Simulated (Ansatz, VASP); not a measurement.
## One calculation of LiF, two programs

```
CELL_PARAMETERS angstrom
2.96807 0.00000 0.00000
-1.48404 2.57042 0.00000
0.00000 0.00000 4.85576
ATOMIC_POSITIONS crystal
Li 0.33333 0.66667 0.42141
Li 0.66667 0.33333 0.92141
F 0.33333 0.66667 0.99102
F 0.66667 0.33333 0.49102
```

Alike in both runs: task single point; functional LDA; k mesh 9 × 9 × 6; occupations gaussian, width 0.05 eV; no spin polarisation.

|  | VASP | Ansatz |
| --- | --- | --- |
| version | VASP 6.6.1 | Ansatz 0.2.0 |
| potentials or method | VASP PAW LDA potentials, release 64 (Li_sv, F), cutoff 520 eV | scalar-relativistic, plane waves, PAW |
| valence electrons in the cell | 20 | 20 |

Ansatz gave:

* gap on the k mesh at the Fermi level (eV): 7.72
* least direct gap on the mesh (eV): 7.72
* rms of the force components (eV/Å): 0.245

What did VASP give for the same quantities?

gap on the k mesh at the Fermi level (eV): 7.70; least direct gap on the mesh (eV): 7.70; rms of the force components (eV/Å): 0.248.

LDA's correlation is that of Perdew and Zunger in VASP and of Perdew and Wang (1992) in Ansatz. Atom by atom the forces differ by 0.003 eV/Å (rms over components).

Noted on VASP's run: the cutoff is under 1.25 times that of the potentials, so the pressure is a little rough.
